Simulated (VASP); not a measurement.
# TePb (Immm) in VASP: further runs

Runs on TePb. Level: PBE. Tasks: single point.

Program: VASP 6.6.1. These are calculated values, not measurements. Logs are shortened: lines on timing, memory, paths and dates and some standing lists are left out, and cuts for length are marked.

**1. The cell of the first run**

Symmetry: Immm, No. 71, orthorhombic system. The conventional cell has a = 4.576 Å, b = 4.680 Å, c = 6.583 Å, α = 90.00°, β = 90.00°, γ = 90.00°. Within 4.3 Å of Te (site symmetry mmm) lie 6 Pb at 3.27 to 3.29 Å. Pb (site symmetry mmm) has 6 Te at 3.27 to 3.29 Å within 4.3 Å.

**2. Single point, PBE (uniaxial strain along a: -1.5 %, then relaxed in part)**

Input file INCAR:

```
SYSTEM = TePb
PREC     = Accurate       ! precision mode
ENCUT    = 520            ! plane-wave cutoff, eV
EDIFF    = 1E-7           ! SCF threshold, eV
ISMEAR   = 0              ! smearing method
SIGMA    = 0.02           ! smearing width, eV
LREAL    = .False.        ! projectors in reciprocal space
LASPH    = .True.         ! aspherical terms in the spheres
NELM     = 100            ! most SCF steps
ALGO     = Normal         ! electronic algorithm
ISIF     = 2              ! what is computed and relaxed
LWAVE    = .False.        ! write WAVECAR
LCHARG   = .False.        ! write CHGCAR
GGA      = PE             ! functional
NBANDS   = 28             ! bands
```

Input file KPOINTS:

```
regular mesh
0
Gamma
  6 6 4
  0 0 0
```

Input file POSCAR:

```
TePb
1.0
    3.2355328376      3.2355328376      0.0000000000
   -3.3094437598      3.3094437598      0.0000000000
    0.0000000000      0.0000000000      6.5827234654
Te Pb
2 2
Direct
    0.0000000000      0.0000000000      0.0000000000
    0.5000000000      0.5000000000      0.5000000000
    0.5000000000      0.5000000000      0.0000000000
    0.0000000000      0.0000000000      0.5000000000
```

Potentials or basis: VASP PAW PBE potentials, release 64 (Te, Pb_d).

Started as:

```
> cat potpaw_PBE.64/Te/POTCAR potpaw_PBE.64/Pb_d/POTCAR > POTCAR
> mpirun -np 1 vasp_std > vasp.out
```

OUTCAR:

```text
SYSTEM = TePb
   PREC = Accurate
   ENCUT = 520
   EDIFF = 1E-7
   ISMEAR = 0
   LREAL = .False.
   LASPH = .True.
   NELM = 100
   ISIF = 2
   GGA = PE

 ion  position               nearest neighbor table
   1  0.000  0.000  0.000-   3 3.27   3 3.27   3 3.27   3 3.27   4 3.29   4 3.29
   2  0.500  0.500  0.500-   4 3.27   4 3.27   4 3.27   4 3.27   3 3.29   3 3.29
   3  0.500  0.500  0.000-   1 3.27   1 3.27   1 3.27   1 3.27   2 3.29   2 3.29
   4  0.000  0.000  0.500-   2 3.27   2 3.27   2 3.27   2 3.27   1 3.29   1 3.29

  LATTYP: Found a simple orthorhombic cell.
 ALAT       =     4.5757344204
 B/A-ratio  =     1.0228435086
 C/A-ratio  =     1.4386157195

  Lattice vectors:

 A1 = (   3.2355328376,   3.2355328376,   0.0000000000)
 A2 = (  -3.3094437598,   3.3094437598,   0.0000000000)
 A3 = (   0.0000000000,   0.0000000000,   6.5827234654)

Analysis of symmetry for initial positions (statically):
=====================================================================
 Subroutine PRICEL returns following result:

  LATTYP: Found a body centered orthorhombic cell.
 ALAT       =     4.5757344204
 B/A-ratio  =     1.0228435086
 C/A-ratio  =     1.4386157195

  Lattice vectors:

 A1 = (   0.0369554611,  -3.2724882987,  -3.2913617327)
 A2 = (  -0.0369554611,   3.2724882987,  -3.2913617327)
 A3 = (   3.2724882987,  -0.0369554611,   3.2913617327)

   2 primitive cells build up your supercell.

 Routine SETGRP: Setting up the symmetry group for a
 simple orthorhombic supercell.

 Subroutine GETGRP returns: Found  8 space group operations
 (whereof  8 operations were pure point group operations)
 out of a pool of  8 trial point group operations.

The static configuration has the point symmetry D_2h.

Analysis of symmetry for dynamics (positions and initial velocities):
=====================================================================
 Subroutine PRICEL returns following result:

  LATTYP: Found a body centered orthorhombic cell.
 ALAT       =     4.5757344204
 B/A-ratio  =     1.0228435086
 C/A-ratio  =     1.4386157195

  Lattice vectors:

 A1 = (   0.0369554611,  -3.2724882987,  -3.2913617327)
 A2 = (  -0.0369554611,   3.2724882987,  -3.2913617327)
 A3 = (   3.2724882987,  -0.0369554611,   3.2913617327)

   2 primitive cells build up your supercell.

 Routine SETGRP: Setting up the symmetry group for a
 simple orthorhombic supercell.

 Subroutine GETGRP returns: Found  8 space group operations
 (whereof  8 operations were pure point group operations)
 out of a pool of  8 trial point group operations.

The dynamic configuration has the point symmetry D_2h.

 Subroutine INISYM returns: Found  8 space group operations
 (whereof  8 operations are pure point group operations),
 and found     2 'primitive' translations

----------------------------------------------------------------------------------------

                                     Primitive cell

  volume of cell :      70.4866

  direct lattice vectors                    reciprocal lattice vectors
     0.036955461 -3.272488299 -3.291361733     0.151082791 -0.151082791 -0.151912807
    -0.036955461  3.272488299 -3.291361733     0.154534052  0.154534052 -0.151912807
     3.272488299 -0.036955461  3.291361733     0.305616843  0.003451261  0.000000000

  length of vectors
     4.641509176  4.641509176  4.641509176     0.262163156  0.266156058  0.305636330

  position of ions in fractional coordinates (direct lattice)
     0.000000000  0.000000000  0.000000000
     0.500000000  0.500000000  0.000000000

  ion indices of the primitive-cell ions
   primitive index   ion index
                 1           1
                 2           4

----------------------------------------------------------------------------------------

 KPOINTS: regular mesh

Automatic generation of k-mesh.
 Grid dimensions read from file:
 generate k-points for:    6    6    4

 Generating k-lattice:

  Cartesian coordinates                     Fractional coordinates (reciprocal lattice)
     0.025755675  0.025755675  0.000000000     0.166666667  0.000000000  0.000000000
    -0.025180465  0.025180465  0.000000000     0.000000000  0.166666667  0.000000000
     0.000000000  0.000000000  0.037978202     0.000000000  0.000000000  0.250000000

  Length of vectors
     0.036424025  0.035610555  0.037978202

  Shift w.r.t. Gamma in fractional coordinates (k-lattice)
     0.000000000  0.000000000  0.000000000

 Subroutine IBZKPT returns following result:
 ===========================================

 Found     48 irreducible k-points:

 Following reciprocal coordinates:
            Coordinates               Weight
  0.000000  0.000000  0.000000      1.000000
  0.166667  0.000000  0.000000      2.000000
  0.333333  0.000000  0.000000      2.000000
  0.500000  0.000000  0.000000      1.000000
  0.000000  0.166667  0.000000      2.000000
  0.166667  0.166667  0.000000      4.000000
[... 16 lines left out ...]
  0.333333  0.166667  0.250000      8.000000
  0.500000  0.166667  0.250000      4.000000
 [... further k-points ...]
   k-points           NKPTS =     48   k-points in BZ     NKDIM =     48   number of bands    NBANDS=     28
   number of dos      NEDOS =    301   number of ions     NIONS =      4
   total plane-waves  NPLWV =  64800
   dimension x,y,z NGX =    36 NGY =   36 NGZ =   50
   dimension x,y,z NGXF=    72 NGYF=   72 NGZF=  100
   ions per type =               2   2
   NGX,Y,Z   is equivalent  to a cutoff of  13.08, 12.79, 12.63 a.u.
   NGXF,Y,Z  is equivalent  to a cutoff of  26.16, 25.57, 25.25 a.u.
 SYSTEM =  TePb
   PREC   = accura    normal or accurate (medium, high low for compatibility)
   ISTART =      0    job   : 0-new  1-cont  2-samecut
   ICHARG =      2    charge: 1-file 2-atom 10-const
   ISPIN  =      1    spin polarized calculation?
   LNONCOLLINEAR =      F non collinear calculations
   LSORBIT =      F    spin-orbit coupling
   LASPH  =      T    aspherical Exc in radial PAW
   ENCUT  =  520.0 eV  38.22 Ry    6.18 a.u.   8.51  8.70 12.24*2*pi/ulx,y,z
   NELM   =    100;   NELMIN=  2; NELMDL= -5     # of ELM steps
   EDIFF  = 0.1E-06   stopping-criterion for ELM
   LREAL  =      F    real-space projection
   EDIFFG = 0.1E-05   stopping-criterion for IOM
   NSW    =      0    number of steps for IOM
   IBRION =     -1    ionic relax: 0-MD 1-quasi-New 2-CG
   NFREE  =      0    steps in history (QN), initial steepest desc. (CG)
   ISIF   =      2    stress and relaxation
   ISYM   =      2    0-nonsym 1-usesym 2-fastsym
   POTIM  = 0.5000    time-step for ionic-motion
   TEBEG  =    0.0;   TEEND  =   0.0 temperature during run
   PSTRESS=    0.0 pullay stress
   NELECT =      40.0000    total number of electrons
   NUPDOWN=      -1.0000    fix difference up-down
   EMIN   =  10.00;   EMAX   =-10.00  energy-range for DOS
   EFERMI =   0.00;   METHOD = LEGACY
   ISMEAR =     0;   SIGMA  =   0.02  broadening in eV -4-tet -1-fermi 0-gaus
   EFERMI_NEDOS =   21; number of points for ismear=-14 and -15
   IALGO  =     38    algorithm
   IMIX   =      4    mixing-type and parameters
     AMIX     =   0.40;   BMIX     =  1.00
     AMIX_MAG =   1.60;   BMIX_MAG =  1.00
  volume/ion in A,a.u.               =      35.24       237.83
  Fermi-wavevector in a.u.,A,eV,Ry     =   1.075762  2.032895 15.745518  1.157263
  Thomas-Fermi vector in A             =   2.211627
   LORBIT       =      0    0 simple, 1 ext, 2 COOP (PROOUT), +10 PAW based schemes
   GGA     = PE    functional components
   LHFCALC =     F    Hartree Fock is set to
   AEXX    =    0.0000 exact exchange contribution
   IVDW    =     0    specifies the selected vdW correction
   LEPSILON=     F    determine dielectric tensor
   LRPA    =     F    only Hartree local field effects (RPA)
 non-spin polarized calculation
 Gauss-broadening in eV      SIGMA  =   0.02
  energy-cutoff  :      520.00
  volume of cell :      140.97
 maximum number of plane-waves:      3820
 NGX is ok and might be reduce to    36
   NGX = 17   NGY = 17   NGZ = 25

 number of electron      40.0000000 magnetization

 Free energy of the ion-electron system (eV)
  ---------------------------------------------------
  ext. energy  EPLUGINS =         0.00000000
  ---------------------------------------------------
  free energy    TOTEN  =       -15.03781774 eV

  energy without entropy =      -15.03781774  energy(sigma->0) =      -15.03781774

 E-fermi :   5.2289     XC(G=0):  -9.1044

 val. band max:        5.1129928022   @ k =   0.0000   0.5000   0.5000
 cond. band min:       5.8290628074   @ k =   0.5000   0.0000   0.5000
 fundamental gap:      0.7160700053
 Fermi energy:         5.2289281641

 k-point     1 :       0.0000    0.0000    0.0000
  band No.  band energies     occupation
      1     -11.6390      2.00000
      2     -11.5919      2.00000
      3     -11.5891      2.00000
      4     -11.5871      2.00000
      5     -11.5850      2.00000
      6     -11.5830      2.00000
[... 20 lines left out ...]
     27      10.8482      0.00000
     28      10.9475      0.00000

 k-point     2 :       0.1667    0.0000    0.0000
  band No.  band energies     occupation
      1     -11.6326      2.00000
      2     -11.5911      2.00000
      3     -11.5900      2.00000
      4     -11.5853      2.00000
      5     -11.5850      2.00000
      6     -11.5822      2.00000
[... 20 lines left out ...]
     27      10.7485      0.00000
     28      11.0095      0.00000

 k-point     3 :       0.3333    0.0000    0.0000
  band No.  band energies     occupation
      1     -11.6180      2.00000
      2     -11.5955      2.00000
      3     -11.5944      2.00000
      4     -11.5911      2.00000
      5     -11.5842      2.00000
      6     -11.5772      2.00000
[... 20 lines left out ...]
     27      10.9738      0.00000
     28      11.4109      0.00000

 k-point     4 :       0.5000    0.0000    0.0000
  band No.  band energies     occupation
      1     -11.6038      2.00000
      2     -11.6038      2.00000
      3     -11.5969      2.00000
      4     -11.5969      2.00000
      5     -11.5805      2.00000
      6     -11.5805      2.00000
[... 578 lines left out ...]
     27      10.6936      0.00000
     28      10.8124      0.00000

 k-point    23 :       0.3333    0.1667    0.2500
  band No.  band energies     occupation
      1     -11.6146      2.00000
      2     -11.6048      2.00000
      3     -11.5934      2.00000
      4     -11.5921      2.00000
      5     -11.5845      2.00000
      6     -11.5782      2.00000
[... 20 lines left out ...]
     27      10.3905      0.00000
     28      11.8495      0.00000

 k-point    24 :       0.5000    0.1667    0.2500
  band No.  band energies     occupation
      1     -11.6111      2.00000
      2     -11.6111      2.00000
      3     -11.5934      2.00000
      4     -11.5934      2.00000
      5     -11.5829      2.00000
      6     -11.5829      2.00000
[... 20 lines left out ...]
     27      10.9058      0.00000
     28      10.9058      0.00000

 [... further k-points ...]
[... 5 lines left out ...]
  --------------------------------------------------------------------------------------
  -------------------------------------------------------------------------------------
  Total        0.2474081      0.2474081     -0.0359794      0.2829768      0.0000000      0.0000000
  in kB        2.8118237      2.8118237     -0.4089102      3.2160667      0.0000000      0.0000000
  external PRESSURE =       1.7382457 kB  Pullay stress =       0.0000000 kB

 VOLUME and BASIS-vectors are now :
 -----------------------------------------------------------------------------
  energy-cutoff  :      520.00
  volume of cell :      140.97
      direct lattice vectors                 reciprocal lattice vectors
     3.235532838  3.235532838  0.000000000     0.154534052  0.154534052  0.000000000
    -3.309443760  3.309443760  0.000000000    -0.151082791  0.151082791  0.000000000
     0.000000000  0.000000000  6.582723465     0.000000000  0.000000000  0.151912807

 POSITION                                       TOTAL-FORCE (eV/Angst)
 -----------------------------------------------------------------------------------
      0.00000      0.00000      0.00000         0.000000     -0.000000     -0.000000
     -0.03696      3.27249      3.29136         0.000000     -0.000000      0.000000
     -0.03696      3.27249      0.00000        -0.000000      0.000000     -0.000000
      0.00000      0.00000      3.29136         0.000000     -0.000000      0.000000
 -----------------------------------------------------------------------------------
    total drift:                               -0.000000      0.000000      0.000000

  FREE ENERGIE OF THE ION-ELECTRON SYSTEM (eV)
  ---------------------------------------------------
  free  energy   TOTEN  =       -15.0378177419 eV

  energy  without entropy=      -15.0378177419  energy(sigma->0) =      -15.03781774
```

Run time: 76 s. Hardware: 1 thread of Intel Xeon 6975P-C (Granite Rapids), shared host; peak memory 0.34 GiB.

What came out:

```
Free energy            : -15.0378 eV
Pressure               : 0.2 GPa
Band gap on the k mesh : 0.72 eV
```

Stress tensor (GPa, compression positive):
```
 0.28  0.32  0.00
 0.32  0.28  0.00
 0.00  0.00 -0.04
```

Levels at points of the mesh, in eV from the valence-band top:
```csv
k point,band 18,band 19,band 20,band 21,band 22,band 23
"(0.00, 0.00, 0.00)",-1.34,-1.19,-1.15,3.45,3.90,4.00
"(0.50, 0.00, 0.00)",-1.01,-0.64,-0.64,1.54,1.54,1.72
"(0.00, 0.50, 0.00)",-0.89,-0.49,-0.49,1.72,1.72,1.87
"(0.50, 0.50, 0.00)",-2.63,-2.57,-2.57,3.43,3.43,5.20
"(0.00, 0.00, 0.50)",-1.88,-1.34,-1.34,2.49,2.49,4.19
"(0.50, 0.00, 0.50)",-0.81,-0.10,-0.10,0.72,0.72,1.27
"(0.00, 0.50, 0.50)",-0.73,0.00,0.00,0.81,0.81,1.35
"(0.50, 0.50, 0.50)",-3.54,-0.36,-0.36,1.65,1.65,5.11
```

Caveat: the cell differs from its parent crystal (uniaxial strain along a: -1.5 %, then relaxed in part); spin-orbit coupling is left out, which moves the levels of the heavy elements.

**3. Single point, PBE**

Input file INCAR:

```
PREC     = Accurate       # precision mode
ENCUT    = 520            # plane-wave cutoff, eV
EDIFF    = 1E-6           # SCF threshold, eV
ISMEAR   = 0              # smearing method
SIGMA    = 0.02           # smearing width, eV
LREAL    = False          # projectors in reciprocal space
LASPH    = True           # aspherical terms in the spheres
NELM     = 100            # most SCF steps
ALGO     = Normal         # electronic algorithm
ISIF     = 2              # what is computed and relaxed
LWAVE    = False          # write WAVECAR
LCHARG   = False          # write CHGCAR
GGA      = PE             # functional
NBANDS   = 28             # bands
```

Input file KPOINTS:

```
regular mesh
0
Gamma
  6 6 4
```

POSCAR is that of step 2.

Potentials or basis: VASP PAW PBE potentials, release 64 (Te, Pb_d).

Started as:

```
> cat potpaw_PBE.64/Te/POTCAR potpaw_PBE.64/Pb_d/POTCAR > POTCAR
> mpirun -np 1 vasp_std > vasp.out
```

Run time: 63 s. Hardware: 1 thread of Intel Xeon 6975P-C (Granite Rapids), shared host; peak memory 0.34 GiB.

The run converged. Its results:

```
Free energy            : -15.0378 eV
Pressure               : 0.2 GPa
Band gap on the k mesh : 0.72 eV
```

Stress tensor (GPa, compression positive):
```
 0.28  0.32  0.00
 0.32  0.28  0.00
 0.00  0.00 -0.04
```

Levels at points of the mesh, in eV from the valence-band top:
```csv
k point,band 17,band 18,band 19,band 20,band 21,band 22,band 23,band 24
"(0.00, 0.00, 0.00)",-2.48,-1.33,-1.19,-1.15,3.45,3.90,4.00,4.06
"(0.50, 0.00, 0.00)",-1.01,-1.01,-0.64,-0.64,1.54,1.54,1.72,1.72
"(0.00, 0.50, 0.00)",-0.89,-0.89,-0.49,-0.49,1.72,1.72,1.87,1.87
"(0.50, 0.50, 0.00)",-2.63,-2.63,-2.57,-2.57,3.43,3.43,5.20,5.20
"(0.00, 0.00, 0.50)",-1.88,-1.88,-1.34,-1.34,2.49,2.49,4.19,4.19
"(0.50, 0.00, 0.50)",-0.81,-0.81,-0.10,-0.10,0.72,0.72,1.27,1.27
"(0.00, 0.50, 0.50)",-0.73,-0.73,0.00,0.00,0.81,0.81,1.35,1.35
"(0.50, 0.50, 0.50)",-3.54,-3.54,-0.36,-0.36,1.65,1.65,5.11,5.11
```

Caveat: spin-orbit coupling is left out, which moves the levels of the heavy elements. A k mesh can miss the band edges.

(Part 1 of 2 ends here.)
